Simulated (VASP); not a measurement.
# I (Fmmm) in VASP: settings compared, part 2 of 2

VASP 6.6.1. Earlier steps stand in the parts before.

### 3 Single point, HSE06

File POSCAR:

```
I
1.0
    0.0000000000      2.3656004428      3.9098401324
    2.1922454667      0.0000000000      3.9098401324
    2.1922454667      2.3656004428      0.0000000000
I
1
Direct
    0.0000000000      0.0000000000      0.0000000000
```

File INCAR.step1:

```
PREC = Accurate ; ENCUT = 520
EDIFF = 1E-5 ; ISMEAR = 0
SIGMA = 0.1 ; LREAL = False
LASPH = True ; NELM = 60
ALGO = Normal ; ISIF = 2
LWAVE = True ; NBANDS = 10
GGA = PE
```

File INCAR.step2:

```
PREC = Accurate ; ENCUT = 520
EDIFF = 1E-6 ; ISMEAR = 0
SIGMA = 0.1 ; LREAL = False
LASPH = True ; NELM = 60
ALGO = Normal ; ISIF = 2
LWAVE = False ; LCHARG = True
GGA = PE ; LHFCALC = True
HFSCREEN = 0.2079 ; PRECFOCK = Normal
LELF = True ; LVHAR = True
NBANDS = 10 ; ISTART = 1
```

File KPOINTS:

```
regular mesh
0
Gamma
  5 5 5
```

Potentials or basis: VASP PAW PBE potentials, release 64 (I).

Run with:

```sh
cat potpaw_PBE.64/I/POTCAR > POTCAR
cp INCAR.step1 INCAR
mpirun -np 1 vasp_std > vasp.out
cp INCAR.step2 INCAR
mpirun -np 1 vasp_std > vasp.out
```

Run time: 11 min. Hardware: 1 thread of Oxide Virtual Turin-like, shared host; peak memory 0.25 GiB.

The run converged. Its results:

```yaml
Free_energy: -1.8094 eV
Pressure: -1.0 GPa
Band_gap_on_the_k_mesh: zero (an odd number of electrons rules out a gap without spin polarisation)
```

Stress tensor (GPa, compression positive):
```
-2.39  0.00  0.00
 0.00 -1.29  0.00
 0.00  0.00  0.66
```

Levels at points of the mesh, in eV from the Fermi level:
```csv
k point,band 1,band 2,band 3,band 4,band 5,band 6,band 7,band 8,band 9
"(0.00, 0.00, 0.00)",-14.58,-1.72,1.76,2.13,5.91,8.95,9.68,13.82,14.09
```

Caveat: the k points lie up to 0.42 Å⁻¹ apart, too coarse for converged energies and pressures of a metal; the PAW data sets were made with another functional, which shifts forces and pressure a little; spin-orbit coupling is left out, which moves the levels of the heavy elements; an odd number of electrons without spin polarisation forces a metal; a magnetic or distorted state may lie lower.

### 4 Single point, PBE0

This run uses another cell than the first one, of 42.54 Å³/atom.

File POSCAR:

```
I
1.0
    0.0000000000      2.4012569164      4.2558004138
    2.0813256912      0.0000000000      4.2558004138
    2.0813256912      2.4012569164      0.0000000000
I
1
Direct
    0.0000000000      0.0000000000      0.0000000000
```

File INCAR.step1:

```
SYSTEM = I
ALGO     = Normal         ! electronic algorithm
EDIFF    = 1E-5           ! SCF threshold, eV
ENCUT    = 520            ! plane-wave cutoff, eV
GGA      = PE             ! functional
ISIF     = 2              ! what is computed and relaxed
ISMEAR   = -1             ! smearing method
LASPH    = .True.         ! aspherical terms in the spheres
LCHARG   = .False.        ! write CHGCAR
LREAL    = .False.        ! projectors in reciprocal space
LWAVE    = .True.         ! write WAVECAR
NBANDS   = 10             ! bands
NELM     = 80             ! most SCF steps
PREC     = Accurate       ! precision mode
SIGMA    = 0.05           ! smearing width, eV
```

File INCAR.step2:

```
SYSTEM = I
AEXX     = 0.25           ! exact-exchange fraction
ALGO     = Normal         ! electronic algorithm
EDIFF    = 1E-7           ! SCF threshold, eV
ENCUT    = 520            ! plane-wave cutoff, eV
GGA      = PE             ! functional
ISIF     = 2              ! what is computed and relaxed
ISMEAR   = -1             ! smearing method
ISTART   = 1            
LASPH    = .True.         ! aspherical terms in the spheres
LCHARG   = .False.        ! write CHGCAR
LHFCALC  = .True.         ! exact exchange
LREAL    = .False.        ! projectors in reciprocal space
LWAVE    = .False.        ! write WAVECAR
NBANDS   = 10             ! bands
NELM     = 80             ! most SCF steps
PREC     = Accurate       ! precision mode
PRECFOCK = Normal       
SIGMA    = 0.05           ! smearing width, eV
```

File KPOINTS:

```
k-points
0
Gamma
  5 5 5
  0 0 0
```

Run with:

```sh
cat potpaw_PBE.64/I/POTCAR > POTCAR
cp INCAR.step1 INCAR
mpirun -np 1 vasp_std > vasp.out
cp INCAR.step2 INCAR
mpirun -np 1 vasp_std > vasp.out
```

Run time: 14 min. Hardware: 1 thread of Oxide Virtual Turin-like, shared host; peak memory 0.15 GiB.

The run converged. Its results:

```yaml
Free_energy: -2.1335 eV
Pressure: -0.2 GPa
Band_gap_on_the_k_mesh: zero (an odd number of electrons rules out a gap without spin polarisation)
```

Stress tensor (GPa, compression positive):
```
-0.26  0.00  0.00
 0.00 -0.32  0.00
 0.00  0.00 -0.03
```

Levels at points of the mesh, in eV from the Fermi level:
| k point | band 1 | band 2 | band 3 | band 4 | band 5 | band 6 | band 7 | band 8 |
| --- | --- | --- | --- | --- | --- | --- | --- | --- |
| (0.00, 0.00, 0.00) | -15.31 | -2.87 | 1.97 | 2.70 | 5.58 | 9.24 | 9.94 | 14.64 |

Caveat: the k points lie up to 0.43 Å⁻¹ apart, too coarse for converged energies and pressures of a metal; the PAW data sets were made with another functional, which shifts forces and pressure a little; spin-orbit coupling is left out, which moves the levels of the heavy elements; an odd number of electrons without spin polarisation forces a metal; a magnetic or distorted state may lie lower.

### 5 Single point, PBEsol-based screened hybrid with 25 % exact exchange

This run uses another cell than the first one, of 37.79 Å³/atom.

File POSCAR:

```
I
1.0
    0.0000000000      2.3850458592      3.8639475057
    2.0501213604      0.0000000000      3.8639475057
    2.0501213604      2.3850458592      0.0000000000
I
1
Direct
    0.0000000000      0.0000000000      0.0000000000
```

File INCAR.step1:

```
SYSTEM = I
ALGO     = Normal         ! electronic algorithm
EDIFF    = 1E-5           ! SCF threshold, eV
ENCUT    = 520            ! plane-wave cutoff, eV
GGA      = PE             ! functional
ISIF     = 2              ! what is computed and relaxed
ISMEAR   = -1             ! smearing method
LASPH    = .TRUE.         ! aspherical terms in the spheres
LCHARG   = .FALSE.        ! write CHGCAR
LREAL    = .FALSE.        ! projectors in reciprocal space
LWAVE    = .TRUE.         ! write WAVECAR
NBANDS   = 10             ! bands
NELM     = 60             ! most SCF steps
PREC     = Accurate       ! precision mode
SIGMA    = 0.05           ! smearing width, eV
```

File INCAR.step2:

```
SYSTEM = I
AEXX     = 0.25           ! exact-exchange fraction
ALGO     = Normal         ! electronic algorithm
EDIFF    = 1E-6           ! SCF threshold, eV
ENCUT    = 520            ! plane-wave cutoff, eV
GGA      = PS             ! functional
HFSCREEN = 0.207          ! screening, 1/A
ISIF     = 2              ! what is computed and relaxed
ISMEAR   = -1             ! smearing method
ISTART   = 1            
LASPH    = .TRUE.         ! aspherical terms in the spheres
LCHARG   = .FALSE.        ! write CHGCAR
LHFCALC  = .TRUE.         ! exact exchange
LREAL    = .FALSE.        ! projectors in reciprocal space
LWAVE    = .FALSE.        ! write WAVECAR
NBANDS   = 10             ! bands
NELM     = 60             ! most SCF steps
PREC     = Accurate       ! precision mode
PRECFOCK = Normal       
SIGMA    = 0.05           ! smearing width, eV
```

File KPOINTS:

```
k-points
0
G
  5 5 5
  0 0 0
```

Run with:

```sh
cat potpaw_PBE.64/I/POTCAR > POTCAR
cp INCAR.step1 INCAR
mpirun -np 1 vasp_std > vasp.out
cp INCAR.step2 INCAR
mpirun -np 1 vasp_std > vasp.out
```

Wall time 21 min (1 thread of Oxide Virtual Turin-like, shared host); peak memory 0.25 GiB.

It converged, with:

| Property | Result |
| --- | --- |
| Free energy | -2.0325 eV |
| Pressure | -0.2 GPa |
| Band gap on the k mesh | zero (an odd number of electrons rules out a gap without spin polarisation) |

Stress tensor (GPa, compression positive):
```
-0.19  0.00  0.00
 0.00 -0.31  0.00
 0.00  0.00 -0.04
```

Levels at points of the mesh, in eV from the Fermi level:
| k point | band 1 | band 2 | band 3 | band 4 | band 5 | band 6 | band 7 | band 8 |
| --- | --- | --- | --- | --- | --- | --- | --- | --- |
| (0.00, 0.00, 0.00) | -15.20 | -2.08 | 1.79 | 2.54 | 5.43 | 8.99 | 9.84 | 13.96 |

Caveat: the k points lie up to 0.44 Å⁻¹ apart, too coarse for converged energies and pressures of a metal; the PAW data sets were made with another functional, which shifts forces and pressure a little; spin-orbit coupling is left out, which moves the levels of the heavy elements; an odd number of electrons without spin polarisation forces a metal; a magnetic or distorted state may lie lower.

### 6 The runs side by side

```csv
task,level,cell,k mesh,cutoff (eV),smearing,grid for exact exchange (PRECFOCK),share of exact exchange,screening parameter,gap on the mesh (eV),pressure (GPa)
relaxation of cell and atoms,RPBE,"relaxed from a = 4.570, b = 4.482, c = 3.225 Å, angles 70.6, 67.7, 41.7°, 1 atom",9 × 9 × 9,600,fermi-dirac 0.05 eV,-,-,-,none,0.0
single point,HSE06,"a = 4.570, b = 4.482, c = 3.225 Å, angles 70.6, 67.7, 41.7°, 1 atom",5 × 5 × 5,520,gaussian 0.1 eV,Normal,0.25,0.2079 1/Å,none,-1.0
single point,PBE0,"a = 4.886, b = 4.737, c = 3.178 Å, angles 73.3, 68.2, 38.5°, 1 atom",5 × 5 × 5,520,fermi-dirac 0.05 eV,Normal,0.25,-,none,-0.2
single point,PBEsol-based screened hybrid with 25 % exact exchange,"a = 4.541, b = 4.374, c = 3.145 Å, angles 72.2, 66.5, 41.3°, 1 atom",5 × 5 × 5,520,fermi-dirac 0.05 eV,Normal,0.25,0.207 1/Å,none,-0.2
```

Alike in all rows: potentials or basis VASP PAW PBE potentials, release 64 (I); no spin polarisation.

Caveats: some runs use coarse meshes; the PAW data sets were made with another functional, which shifts forces and pressure a little; spin-orbit coupling is left out, which moves the levels of the heavy elements; an odd number of electrons without spin polarisation forces a metal; a magnetic or distorted state may lie lower; the volume moved by over 15 % at a fixed basis, so the end points are rough (at least some runs).

Total energies depend on the potentials used, so only differences within one code and one set of settings carry meaning.
